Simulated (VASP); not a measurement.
# TaN (P6_3mc) in VASP: notebook, part 2 of 2

VASP 6.6.1.

### Step 4. Single point, r2SCAN

This run uses another cell than the first one, of 12.48 Å³/atom, 1.063 times its volume.

POSCAR reads:

```
TaN
1.0
    3.0858235301      0.0000000000      0.0000000000
   -1.5429117650      2.6724015686      0.0000000000
    0.0000000000      0.0000000000      6.0558480119
Ta N
2 2
Direct
    0.3333333333      0.6666666667      0.0318289877
    0.6666666667      0.3333333333      0.5318289877
    0.3333333333      0.6666666667      0.3531710123
    0.6666666667      0.3333333333      0.8531710123
```

INCAR.step1 reads:

```
ALGO = Normal
EDIFF = 1E-4
ENCUT = 520
GGA = PE
ISMEAR = -1
LASPH = T
LCHARG = F
LREAL = F
LWAVE = T
NBANDS = 24
NELM = 100
PREC = Accurate
SIGMA = 0.05
```

INCAR.step2 reads:

```
ALGO = Normal
EDIFF = 1E-6
ENCUT = 520
ISIF = 2
ISMEAR = -1
ISTART = 1
LASPH = T
LCHARG = F
LMIXTAU = T
LREAL = F
LWAVE = F
METAGGA = R2SCAN
NBANDS = 24
NELM = 100
PREC = Accurate
SIGMA = 0.05
```

KPOINTS reads:

```
k-points
0
Gamma
  10 10 6
```

Potentials or basis: VASP PAW PBE potentials, release 64 (Ta_pv, N).

Started as:

```console
> cat potpaw_PBE.64/Ta_pv/POTCAR potpaw_PBE.64/N/POTCAR > POTCAR
> cp INCAR.step1 INCAR
> mpirun -np 1 vasp_std > vasp.out
> cp INCAR.step2 INCAR
> mpirun -np 1 vasp_std > vasp.out
```

OUTCAR:

```text
EDIFF = 1E-6
   ENCUT = 520
   ISIF = 2
   ISMEAR = -1
   ISTART = 1
   LASPH = T
   LREAL = F
   METAGGA = R2SCAN
   NELM = 100
   PREC = Accurate

 ion  position               nearest neighbor table
   1  0.333  0.667  0.032-   3 1.95   4 2.08   4 2.08   4 2.08   2 3.51   2 3.51   2 3.51   2 3.51
                             2 3.51   2 3.51
   2  0.667  0.333  0.532-   4 1.95   3 2.08   3 2.08   3 2.08   1 3.51   1 3.51   1 3.51   1 3.51
                             1 3.51   1 3.51
   3  0.333  0.667  0.353-   1 1.95   2 2.08   2 2.08   2 2.08
   4  0.667  0.333  0.853-   2 1.95   1 2.08   1 2.08   1 2.08

  LATTYP: Found a hexagonal cell.
 ALAT       =     3.0858235301
 C/A-ratio  =     1.9624738592

  Lattice vectors:

 A1 = (   3.0858235301,   0.0000000000,   0.0000000000)
 A2 = (  -1.5429117650,   2.6724015686,   0.0000000000)
 A3 = (   0.0000000000,   0.0000000000,   6.0558480119)

Analysis of symmetry for initial positions (statically):
=====================================================================
 Subroutine PRICEL returns:
[... 171 lines left out ...]
  ext. energy  EPLUGINS =         0.00000000
  ---------------------------------------------------
  free energy    TOTEN  =      -119.03676216 eV

  energy without entropy =     -119.02988284  energy(sigma->0) =     -119.03332250

 E-fermi :   6.9208     XC(G=0): -13.2579

 val. band max:        6.8969181561   @ k =   0.3000   0.3000   0.0000
 cond. band min:       6.9291410840   @ k =   0.1000   0.0000   0.3333
 fundamental gap:      0.0322229279
 Fermi energy:         6.9207564506

 k-point     1 :       0.0000    0.0000    0.0000
  band No.  band energies     occupation
      1     -30.0371      2.00000
      2     -29.6206      2.00000
      3     -29.3019      2.00000
      4     -29.3019      2.00000
      5     -29.2686      2.00000
      6     -29.2686      2.00000
[... 637 lines left out ...]
     23      12.5718      0.00000
     24      13.5929      0.00000

 [... further k-points ...]
[... 5 lines left out ...]
  --------------------------------------------------------------------------------------
  -------------------------------------------------------------------------------------
  Total        3.4618750      3.4618750      3.7379956      0.0000000      0.0000000      0.0000000
  in kB      111.0642251    111.0642250    119.9227543      0.0000000      0.0000000      0.0000000
  external PRESSURE =     114.0170681 kB  Pullay stress =       0.0000000 kB

 VOLUME and BASIS-vectors are now :
 -----------------------------------------------------------------------------
  energy-cutoff  :      520.00
  volume of cell :       49.94
      direct lattice vectors                 reciprocal lattice vectors
     3.085823530  0.000000000  0.000000000     0.324062601  0.187097630  0.000000000
    -1.542911765  2.672401569  0.000000000     0.000000000  0.374195260  0.000000000
     0.000000000  0.000000000  6.055848012     0.000000000  0.000000000  0.165129640

 POSITION                                       TOTAL-FORCE (eV/Angst)
 -----------------------------------------------------------------------------------
     -0.00000      1.78160      0.19275        -0.000000      0.000000     -0.041721
      1.54291      0.89080      3.22068         0.000000     -0.000000     -0.041721
     -0.00000      1.78160      2.13875         0.000000      0.000000      0.041721
      1.54291      0.89080      5.16667        -0.000000      0.000000      0.041721
 -----------------------------------------------------------------------------------
    total drift:                               -0.000000      0.000000      0.001555

  FREE ENERGIE OF THE ION-ELECTRON SYSTEM (eV)
  ---------------------------------------------------
  free  energy   TOTEN  =      -119.0367621646 eV

  energy  without entropy=     -119.0298828421  energy(sigma->0) =     -119.03332250
```

OUTCAR.step1:

```text
EDIFF = 1E-4
   ENCUT = 520
   GGA = PE
   ISMEAR = -1
   LASPH = T
[... 880 lines left out ...]
     -0.00000      1.78160      0.19275         0.000000     -0.000000     -0.181962
      1.54291      0.89080      3.22068        -0.000000      0.000000     -0.181962
     -0.00000      1.78160      2.13875        -0.000000      0.000000      0.181962
      1.54291      0.89080      5.16667         0.000000     -0.000000      0.181962
 -----------------------------------------------------------------------------------
    total drift:                               -0.000000      0.000000      0.003877

  FREE ENERGIE OF THE ION-ELECTRON SYSTEM (eV)
  ---------------------------------------------------
  free  energy   TOTEN  =       -43.2647787251 eV

  energy  without entropy=      -43.2579609571  energy(sigma->0) =      -43.26136984
```

OSZICAR.step1:

```text
N       E                     dE             d eps       ncg     rms          rms(c)
DAV:   1     0.272208260302E+03    0.27221E+03   -0.17445E+04  2688   0.138E+03
DAV:   2    -0.359093811117E+02   -0.30812E+03   -0.29393E+03  3288   0.404E+02
DAV:   3    -0.498644302343E+02   -0.13955E+02   -0.13777E+02  3416   0.837E+01
DAV:   4    -0.500280918437E+02   -0.16366E+00   -0.16352E+00  3088   0.966E+00
DAV:   5    -0.500305594750E+02   -0.24676E-02   -0.24656E-02  3456   0.101E+00    0.363E+01
DAV:   6    -0.435624643260E+02    0.64681E+01   -0.28943E+01  3240   0.357E+01    0.144E+01
DAV:   7    -0.433194861060E+02    0.24298E+00   -0.16603E+00  3200   0.892E+00    0.965E+00
DAV:   8    -0.432714352892E+02    0.48051E-01   -0.19807E-01  3368   0.358E+00    0.138E+00
DAV:   9    -0.432648240875E+02    0.66112E-02   -0.21802E-02  3304   0.916E-01    0.201E-01
DAV:  10    -0.432648042325E+02    0.19855E-04   -0.13646E-03  3256   0.329E-01    0.669E-02
DAV:  11    -0.432647787251E+02    0.25507E-04   -0.11235E-04  2176   0.830E-02
   1 F= -.43264779E+02 E0= -.43261370E+02  d E =-.681777E-02
```

It took 1.8 min on 1 thread of Intel Xeon Platinum 8488C (Sapphire Rapids), shared host; peak memory 0.21 GiB.

What came out:

| Quantity | Value |
| --- | --- |
| Free energy | -119.0368 eV |
| Pressure | 11.4 GPa |
| Largest force | 0.042 eV/Å |
| Band gap on the k mesh | zero (band 16 reaches 7.00 eV, above the bottom of band 17 at 6.78 eV) |

Forces in eV/Å, atoms in the order of the input:
```
Ta   0.000  0.000 -0.042
Ta   0.000  0.000 -0.042
N    0.000  0.000  0.042
N    0.000  0.000  0.042
```

Caveat: the PAW data sets were made with another functional, which shifts forces and pressure a little; spin-orbit coupling is left out, which moves the levels of the heavy elements.

### Step 5. Single point, r2SCAN

This run uses another cell than the first one, of 12.71 Å³/atom, 1.082 times its volume.

POSCAR reads:

```
TaN
1.0
    3.1102465184      0.0000000000      0.0000000000
   -1.5551232592      2.6935524970      0.0000000000
    0.0000000000      0.0000000000      6.0676957278
Ta N
2 2
Direct
    0.3333333333      0.6666666667      0.0314294084
    0.6666666667      0.3333333333      0.5314294084
    0.3333333333      0.6666666667      0.3535705916
    0.6666666667      0.3333333333      0.8535705916
```

INCAR.step1 reads:

```
PREC = Accurate
ENCUT = 520
ISMEAR = -1
SIGMA = 0.05
LREAL = False
LASPH = True
NELM = 80
NBANDS = 24
GGA = PE
ALGO = Normal
EDIFF = 1E-4
LWAVE = True
LCHARG = False
```

INCAR.step2 reads:

```
PREC = Accurate
ENCUT = 520
EDIFF = 1E-6
ISMEAR = -1
SIGMA = 0.05
LREAL = False
LASPH = True
NELM = 80
ALGO = Normal
ISIF = 2
LWAVE = False
LCHARG = True
METAGGA = R2SCAN
LMIXTAU = True
LELF = True
LVHAR = True
NBANDS = 24
ISTART = 1
```

KPOINTS reads:

```
regular mesh
0
Gamma
  10 10 6
```

Started as:

```console
> cat potpaw_PBE.64/Ta_pv/POTCAR potpaw_PBE.64/N/POTCAR > POTCAR
> cp INCAR.step1 INCAR
> mpirun -np 1 vasp_std > vasp.out
> cp INCAR.step2 INCAR
> mpirun -np 1 vasp_std > vasp.out
```

Run time: 91 s. Hardware: 1 thread of Intel Xeon Platinum 8488C (Sapphire Rapids), shared host; peak memory 0.21 GiB.

It converged, with:

| Item | Value |
| --- | --- |
| Free energy | -119.0860 eV |
| Pressure | 6.3 GPa |
| Largest force | 0.040 eV/Å |
| Band gap on the k mesh | zero (band 16 reaches 6.87 eV, above the bottom of band 17 at 6.61 eV) |

Forces on the atoms (eV/Å):
```
Ta   0.000  0.000 -0.040
Ta   0.000  0.000 -0.040
N    0.000  0.000  0.040
N    0.000  0.000  0.040
```

Stress tensor (GPa, compression positive):
```
6.01 0.00 0.00
0.00 6.01 0.00
0.00 0.00 6.82
```

Levels at points of the mesh, in eV from the Fermi level:
| k point | band 14 | band 15 | band 16 | band 17 | band 18 | band 19 |
| --- | --- | --- | --- | --- | --- | --- |
| (0.00, 0.00, 0.00) | -4.83 | -0.88 | -0.82 | 0.23 | 0.23 | 2.44 |
| (0.50, 0.00, 0.00) | -3.98 | -2.49 | -0.63 | 1.23 | 2.44 | 2.88 |
| (0.00, 0.00, 0.50) | -5.36 | 0.10 | 0.10 | 1.09 | 1.09 | 1.09 |
| (0.50, 0.00, 0.50) | -5.15 | -1.08 | -1.08 | 1.65 | 1.65 | 3.64 |

Caveat: the PAW data sets were made with another functional, which shifts forces and pressure a little; spin-orbit coupling is left out, which moves the levels of the heavy elements.

### Step 6. Single point, r2SCAN

This run uses another cell than the first one, of 12.85 Å³/atom, 1.095 times its volume.

POSCAR reads:

```
TaN
1.0
    3.1256686168      0.0000000000      0.0000000000
   -1.5628343084      2.7069084259      0.0000000000
    0.0000000000      0.0000000000      6.0757514513
Ta N
2 2
Direct
    0.3333333333      0.6666666667      0.0311979193
    0.6666666667      0.3333333333      0.5311979193
    0.3333333333      0.6666666667      0.3538020807
    0.6666666667      0.3333333333      0.8538020807
```

INCAR.step1 reads:

```
ALGO     = Normal         # electronic algorithm
EDIFF    = 1E-4           # SCF threshold, eV
ENCUT    = 520            # plane-wave cutoff, eV
GGA      = PE             # functional
ISMEAR   = -1             # smearing method
LASPH    = True           # aspherical terms in the spheres
LCHARG   = False          # write CHGCAR
LREAL    = False          # projectors in reciprocal space
LWAVE    = True           # write WAVECAR
NBANDS   = 24             # bands
NELM     = 80             # most SCF steps
PREC     = Accurate       # precision mode
SIGMA    = 0.05           # smearing width, eV
```

INCAR.step2 reads:

```
ALGO     = Normal         # electronic algorithm
EDIFF    = 1E-6           # SCF threshold, eV
ENCUT    = 520            # plane-wave cutoff, eV
ISIF     = 2              # what is computed and relaxed
ISMEAR   = -1             # smearing method
ISTART   = 1            
LASPH    = True           # aspherical terms in the spheres
LCHARG   = False          # write CHGCAR
LMIXTAU  = True         
LREAL    = False          # projectors in reciprocal space
LWAVE    = False          # write WAVECAR
METAGGA  = R2SCAN         # meta-GGA
NBANDS   = 24             # bands
NELM     = 80             # most SCF steps
PREC     = Accurate       # precision mode
SIGMA    = 0.05           # smearing width, eV
```

KPOINTS reads:

```
k-points
0
Gamma
  10 10 6
```

Potentials or basis: VASP PAW PBE potentials, release 64 (Ta_pv, N).

Started as:

```console
> cat potpaw_PBE.64/Ta_pv/POTCAR potpaw_PBE.64/N/POTCAR > POTCAR
> cp INCAR.step1 INCAR
> mpirun -np 1 vasp_std > vasp.out
> cp INCAR.step2 INCAR
> mpirun -np 1 vasp_std > vasp.out
```

It took 1.8 min on 1 thread of Intel Xeon Platinum 8488C (Sapphire Rapids), shared host; peak memory 0.21 GiB.

Results (log left out):

```
Free energy            : -119.1033 eV
Pressure               : 3.2 GPa
Largest force          : 0.039 eV/Å
Band gap on the k mesh : zero (band 16 reaches 6.78 eV, above the bottom of band 17 at 6.51 eV)
```

Forces on the atoms (eV/Å):
```
Ta   0.000  0.000 -0.039
Ta   0.000  0.000 -0.039
N    0.000  0.000  0.039
N    0.000  0.000  0.039
```

Stress tensor (GPa, compression positive):
```
2.97 0.00 0.00
0.00 2.97 0.00
0.00 0.00 3.75
```

Levels at points of the mesh, in eV from the Fermi level:
```
           k point  band 14  band 15  band 16  band 17  band 18  band 19
(0.00, 0.00, 0.00)    -4.82    -0.86    -0.83     0.22     0.22     2.40
(0.50, 0.00, 0.00)    -3.97    -2.44    -0.64     1.22     2.40     2.84
(0.00, 0.00, 0.50)    -5.34     0.12     0.12     1.07     1.07     1.07
(0.50, 0.00, 0.50)    -5.13    -1.06    -1.06     1.62     1.62     3.56
```

Caveat: the PAW data sets were made with another functional, which shifts forces and pressure a little; spin-orbit coupling is left out, which moves the levels of the heavy elements.

### Step 7. Summary

| cell | gap on the mesh (eV) | pressure (GPa) | largest force (eV/Å) |
| --- | --- | --- | --- |
| a = 3.001, b = 3.001, c = 6.022 Å, angles 90.0, 90.0, 120.0°, 4 atoms | none | 31.9 | 0.05 |
| a = 3.041, b = 3.041, c = 6.037 Å, angles 90.0, 90.0, 120.0°, 4 atoms | none | 21.6 | 0.05 |
| a = 3.086, b = 3.086, c = 6.056 Å, angles 90.0, 90.0, 120.0°, 4 atoms | none | 11.4 | 0.04 |
| a = 3.110, b = 3.110, c = 6.068 Å, angles 90.0, 90.0, 120.0°, 4 atoms | none | 6.3 | 0.04 |
| a = 3.126, b = 3.126, c = 6.076 Å, angles 90.0, 90.0, 120.0°, 4 atoms | none | 3.2 | 0.04 |

Alike in all rows: task single point; level r2SCAN; potentials or basis VASP PAW PBE potentials, release 64 (Ta_pv, N); no spin polarisation; k mesh 10 × 10 × 6; cutoff (eV) 520; smearing fermi-dirac 0.05 eV.

Caveats: the PAW data sets were made with another functional, which shifts forces and pressure a little; spin-orbit coupling is left out, which moves the levels of the heavy elements.

Absolute energies hang on the potentials; compare differences alone.
